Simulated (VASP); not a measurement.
# Fe (P6_3/mmc) in VASP: notebook, part 3 of 3

VASP 6.6.1.

**5. Single point, PBEsol, collinear spin, ferromagnetic start**

Contents of INCAR:

```
SYSTEM = Fe
PREC     = Accurate       ! precision mode
ENCUT    = 520            ! plane-wave cutoff, eV
EDIFF    = 1E-7           ! SCF threshold, eV
ISMEAR   = -1             ! smearing method
SIGMA    = 0.05           ! smearing width, eV
LREAL    = .FALSE.        ! projectors in reciprocal space
LASPH    = .TRUE.         ! aspherical terms in the spheres
NELM     = 150            ! most SCF steps
ALGO     = Normal         ! electronic algorithm
ISIF     = 2              ! what is computed and relaxed
LWAVE    = .FALSE.        ! write WAVECAR
LCHARG   = .FALSE.        ! write CHGCAR
ISPIN    = 2              ! spin polarisation
MAGMOM   = 4.5 4.5        ! initial moments
LORBIT   = 11             ! projections on sites
LMAXMIX  = 4              ! l up to which the mixer works
GGA      = PS             ! functional
NBANDS   = 19             ! bands
```

Contents of KPOINTS:

```
Automatic mesh
0
G
  12 12 7
  0 0 0
```

Contents of POSCAR:

```
Fe
1.0
    2.4341575853      0.0000000000      0.0000000000
   -1.2170787927      2.1080423057      0.0000000000
    0.0000000000      0.0000000000      3.8419344700
Fe
2
Direct
    0.6666666667      0.3333333333      0.7500000000
    0.3333333333      0.6666666667      0.2500000000
```

Potentials or basis: VASP PAW PBE potentials, release 64 (Fe).

Launch:

```bash
$ cat potpaw_PBE.64/Fe/POTCAR > POTCAR
$ mpirun -np 1 vasp_std > vasp.out
```

OUTCAR:

```text
SYSTEM = Fe
   PREC = Accurate
   ENCUT = 520
   EDIFF = 1E-7
   ISMEAR = -1
   LREAL = .FALSE.
   LASPH = .TRUE.
   NELM = 150
   ISIF = 2
   ISPIN = 2
   LORBIT = 11
   GGA = PS

 ion  position               nearest neighbor table
   1  0.667  0.333  0.750-   2 2.38   2 2.38   2 2.38   2 2.38   2 2.38   2 2.38
   2  0.333  0.667  0.250-   1 2.38   1 2.38   1 2.38   1 2.38   1 2.38   1 2.38

  LATTYP: Found a hexagonal cell.
 ALAT       =     2.4341575853
 C/A-ratio  =     1.5783425417

  Lattice vectors:

 A1 = (   2.4341575853,   0.0000000000,   0.0000000000)
 A2 = (  -1.2170787927,   2.1080423057,   0.0000000000)
 A3 = (   0.0000000000,   0.0000000000,   3.8419344700)

Analysis of symmetry for initial positions (statically):
=====================================================================
 Subroutine PRICEL returns:
 Original cell was already a primitive cell.

 Routine SETGRP: Setting up the symmetry group for a
 hexagonal supercell.

 Subroutine GETGRP returns: Found 24 space group operations
 (whereof 12 operations were pure point group operations)
 out of a pool of 24 trial point group operations.

The static configuration has the point symmetry D_3d.
 The point group associated with its full space group is D_6h.

Analysis of symmetry for dynamics (positions and initial velocities):
=====================================================================
 Subroutine PRICEL returns:
 Original cell was already a primitive cell.

 Routine SETGRP: Setting up the symmetry group for a
 hexagonal supercell.

 Subroutine GETGRP returns: Found 24 space group operations
 (whereof 12 operations were pure point group operations)
 out of a pool of 24 trial point group operations.

The dynamic configuration has the point symmetry D_3d.
 The point group associated with its full space group is D_6h.

Analysis of structural, dynamic, and magnetic symmetry:
=====================================================================
 Subroutine PRICEL returns:
 Original cell was already a primitive cell.

 Routine SETGRP: Setting up the symmetry group for a
 hexagonal supercell.

 Subroutine GETGRP returns: Found 24 space group operations
 (whereof 12 operations were pure point group operations)
 out of a pool of 24 trial point group operations.

The overall configuration has the point symmetry D_3d.
 The point group associated with its full space group is D_6h.

 Subroutine INISYM returns: Found 24 space group operations
 (whereof 12 operations are pure point group operations),
 and found     1 'primitive' translations

----------------------------------------------------------------------------------------

                                     Primitive cell

  volume of cell :      19.7141

  direct lattice vectors                    reciprocal lattice vectors
     2.434157585  0.000000000  0.000000000     0.410819746  0.237186891  0.000000000
    -1.217078793  2.108042306  0.000000000     0.000000000  0.474373781  0.000000000
     0.000000000  0.000000000  3.841934470     0.000000000  0.000000000  0.260285543

  length of vectors
     2.434157585  2.434157585  3.841934470     0.474373781  0.474373781  0.260285543

  position of ions in fractional coordinates (direct lattice)
     0.666666667  0.333333333  0.750000000
     0.333333333  0.666666667  0.250000000

[... 65 lines left out ...]
   NGXF,Y,Z  is equivalent  to a cutoff of  24.59, 24.59, 25.96 a.u.
 SYSTEM =  Fe
   PREC   = accura    normal or accurate (medium, high low for compatibility)
   ISTART =      0    job   : 0-new  1-cont  2-samecut
   ICHARG =      2    charge: 1-file 2-atom 10-const
   ISPIN  =      2    spin polarized calculation?
   LNONCOLLINEAR =      F non collinear calculations
   LSORBIT =      F    spin-orbit coupling
   LASPH  =      T    aspherical Exc in radial PAW
   ENCUT  =  520.0 eV  38.22 Ry    6.18 a.u.   4.53  4.53  7.14*2*pi/ulx,y,z
   NELM   =    150;   NELMIN=  2; NELMDL= -5     # of ELM steps
   EDIFF  = 0.1E-06   stopping-criterion for ELM
   LREAL  =      F    real-space projection
   EDIFFG = 0.1E-05   stopping-criterion for IOM
   NSW    =      0    number of steps for IOM
   IBRION =     -1    ionic relax: 0-MD 1-quasi-New 2-CG
   NFREE  =      0    steps in history (QN), initial steepest desc. (CG)
   ISIF   =      2    stress and relaxation
   ISYM   =      2    0-nonsym 1-usesym 2-fastsym
   POTIM  = 0.5000    time-step for ionic-motion
   TEBEG  =    0.0;   TEEND  =   0.0 temperature during run
   PSTRESS=    0.0 pullay stress
   NELECT =      16.0000    total number of electrons
   NUPDOWN=      -1.0000    fix difference up-down
   EMIN   =  10.00;   EMAX   =-10.00  energy-range for DOS
   EFERMI =   0.00;   METHOD = LEGACY
   ISMEAR =    -1;   SIGMA  =   0.05  broadening in eV -4-tet -1-fermi 0-gaus
   EFERMI_NEDOS =   21; number of points for ismear=-14 and -15
   IALGO  =     38    algorithm
   IMIX   =      4    mixing-type and parameters
     AMIX     =   0.40;   BMIX     =  1.00
     AMIX_MAG =   1.60;   BMIX_MAG =  1.00
  volume/ion in A,a.u.               =       9.86        66.52
  Fermi-wavevector in a.u.,A,eV,Ry     =   1.527058  2.885721 31.727505  2.331906
  Thomas-Fermi vector in A             =   2.635006
   LORBIT       =     11    0 simple, 1 ext, 2 COOP (PROOUT), +10 PAW based schemes
   GGA     = PS    functional components
   LHFCALC =     F    Hartree Fock is set to
   AEXX    =    0.0000 exact exchange contribution
   IVDW    =     0    specifies the selected vdW correction
   LEPSILON=     F    determine dielectric tensor
   LRPA    =     F    only Hartree local field effects (RPA)
 spin polarized calculation
  energy-cutoff  :      520.00
  volume of cell :       19.71
 maximum number of plane-waves:       549
   NGX =  9   NGY =  9   NGZ = 15

 number of electron      16.0000009 magnetization      -0.0066400

 number of electron      16.0000009 magnetization       0.0014081

 Free energy of the ion-electron system (eV)
  ---------------------------------------------------
  ext. energy  EPLUGINS =         0.00000000
  ---------------------------------------------------
  free energy    TOTEN  =       -17.88296565 eV

  energy without entropy =      -17.86352372  energy(sigma->0) =      -17.87324468

 E-fermi :   7.1519     XC(G=0): -14.1473

 val. band max:        7.1331362524   @ k =   0.3333   0.3333   0.2857
 cond. band min:       7.1553234152   @ k =   0.3333   0.2500   0.2857
 fundamental gap:      0.0221871628
 Fermi energy:         7.1518616708

 spin component 1

 k-point     1 :       0.0000    0.0000    0.0000
  band No.  band energies     occupation
      1      -2.0273      1.00000
      2       1.9660      1.00000
      3       5.3862      1.00000
      4       5.3862      1.00000
      5       5.5346      1.00000
      6       5.8821      1.00000
[... 517 lines left out ...]
     18      31.3912      0.00000
     19      33.0444      0.00000

 [... further k-points ...]

 spin component 2

 k-point     1 :       0.0000    0.0000    0.0000
  band No.  band energies     occupation
      1      -2.0271      1.00000
      2       1.9664      1.00000
      3       5.3868      1.00000
      4       5.3868      1.00000
      5       5.5352      1.00000
      6       5.8828      1.00000
[... 517 lines left out ...]
     18      31.3913      0.00000
     19      33.0447      0.00000

 [... further k-points ...]
[... 5 lines left out ...]
  --------------------------------------------------------------------------------------
  -------------------------------------------------------------------------------------
  Total       -0.3013039     -0.3013039     -0.1050277      0.0000000      0.0000000     -0.0000000
  in kB      -24.4870969    -24.4870969     -8.5356506      0.0000000      0.0000000     -0.0000000
  external PRESSURE =     -19.1699482 kB  Pullay stress =       0.0000000 kB

 VOLUME and BASIS-vectors are now :
 -----------------------------------------------------------------------------
  energy-cutoff  :      520.00
  volume of cell :       19.71
      direct lattice vectors                 reciprocal lattice vectors
     2.434157585  0.000000000  0.000000000     0.410819746  0.237186891  0.000000000
    -1.217078793  2.108042306  0.000000000     0.000000000  0.474373781  0.000000000
     0.000000000  0.000000000  3.841934470     0.000000000  0.000000000  0.260285543

 POSITION                                       TOTAL-FORCE (eV/Angst)
 -----------------------------------------------------------------------------------
      1.21708      0.70268      2.88145         0.000000      0.000000      0.000000
     -0.00000      1.40536      0.96048         0.000000      0.000000      0.000000
 -----------------------------------------------------------------------------------
    total drift:                                0.000000     -0.000000     -0.000000

  FREE ENERGIE OF THE ION-ELECTRON SYSTEM (eV)
  ---------------------------------------------------
  free  energy   TOTEN  =       -17.8829656490 eV

  energy  without entropy=      -17.8635237150  energy(sigma->0) =      -17.87324468

 total charge

# of ion       s       p       d       tot
------------------------------------------
    1        0.555   0.675   6.374   7.605
    2        0.555   0.675   6.374   7.605
--------------------------------------------------
tot          1.111   1.350  12.748  15.209

 magnetization (x)

# of ion       s       p       d       tot
------------------------------------------
    1       -0.000  -0.000   0.000   0.000
    2       -0.000  -0.000   0.000   0.000
--------------------------------------------------
tot         -0.000  -0.000   0.001   0.001
```

It took 54 s on 1 thread of Intel Xeon Platinum 8488C (Sapphire Rapids), shared host; peak memory 0.15 GiB.

Results:

```yaml
Free_energy: -17.8830 eV
Pressure: -1.9 GPa
Band_gap_on_the_k_mesh: zero (filled and empty bands overlap)
Net_moment: 0.00 μB per cell
Valence_electrons_inside_the_program's_atomic_spheres: Fe 7.61
```

Stress tensor (GPa, compression positive):
```
-2.45  0.00  0.00
 0.00 -2.45  0.00
 0.00  0.00 -0.85
```

Caveat: the starting moments collapsed, and a magnetic state may lie lower; the PAW data sets were made with another functional, which shifts forces and pressure a little.
